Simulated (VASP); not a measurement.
# SiMo3: single point with PBEsol

SiMo3:

```
CELL_PARAMETERS angstrom
4.47266 0.00000 0.00000
0.00000 4.47266 0.00000
0.00000 0.00000 5.05605
ATOMIC_POSITIONS crystal
Si 0.00000 0.00000 0.00000
Si 0.50000 0.50000 0.50000
Mo 0.25000 0.00000 0.50000
Mo 0.50000 0.75000 0.00000
Mo 0.75000 0.00000 0.50000
Mo 0.50000 0.25000 0.00000
Mo 0.00000 0.50000 0.75000
Mo 0.00000 0.50000 0.25000
```

This cell differs from its parent crystal: strain -0.080 along x and y, +0.040 along z.

```
Program                : VASP 6.6.1
Task                   : single point
Functional             : PBEsol
Potentials or basis    : VASP PAW PBE potentials, release 64 (Si, Mo_sv)
Cutoff                 : 520 eV
k mesh                 : 8 × 8 × 8
Occupations            : gaussian, width 0.15 eV
Spin                   : no spin polarisation
Dipole correction      : no
Further INCAR settings : ALGO = Fast; EDIFF = 1e-06; NBANDS = 56
```

* Pressure: 51.3 GPa
* Largest force: 0.051 eV/Å
* Band gap on the k mesh: zero (band 46 reaches 16.60 eV, above the bottom of band 47 at 14.55 eV)

Forces on the atoms (eV/Å):
```
Si   0.000  0.000  0.000
Si   0.000  0.000  0.000
Mo   0.051  0.000  0.000
Mo   0.000  0.051  0.000
Mo  -0.051  0.000  0.000
Mo   0.000 -0.051  0.000
Mo   0.000  0.000  0.000
Mo   0.000  0.000  0.000
```

Stress tensor (GPa, compression positive):
```
71.07  0.00  0.00
 0.00 71.07  0.00
 0.00  0.00 11.66
```

Levels at points of the mesh, in eV from the Fermi level:
| k point | band 43 | band 44 | band 45 | band 46 | band 47 | band 48 | band 49 | band 50 |
| --- | --- | --- | --- | --- | --- | --- | --- | --- |
| (0.00, 0.00, 0.00) | -2.08 | -1.69 | 0.93 | 1.56 | 1.56 | 1.93 | 1.93 | 2.35 |
| (0.50, 0.00, 0.00) | -2.14 | -1.22 | 0.50 | 0.53 | 0.67 | 0.76 | 0.87 | 0.93 |
| (0.50, 0.50, 0.00) | -1.43 | -1.35 | -1.23 | -1.02 | -0.29 | -0.29 | 0.06 | 0.14 |
| (0.00, 0.00, 0.50) | -2.07 | -2.07 | 0.46 | 0.46 | 1.27 | 1.27 | 2.15 | 2.15 |
| (0.50, 0.00, 0.50) | -1.31 | -1.30 | -0.73 | -0.68 | -0.47 | -0.27 | 0.33 | 0.59 |
| (0.50, 0.50, 0.50) | -2.02 | -2.02 | -0.76 | -0.76 | -0.45 | -0.45 | 1.20 | 1.20 |

Wall time 7.6 min on 1 thread of Oxide Virtual Turin-like Processor (shared host), peak memory 0.39 GiB.

Caveat: the cell differs from its parent crystal (strain -0.080 along x and y, +0.040 along z); the PAW data sets were made with another functional, which shifts forces and pressure a little.
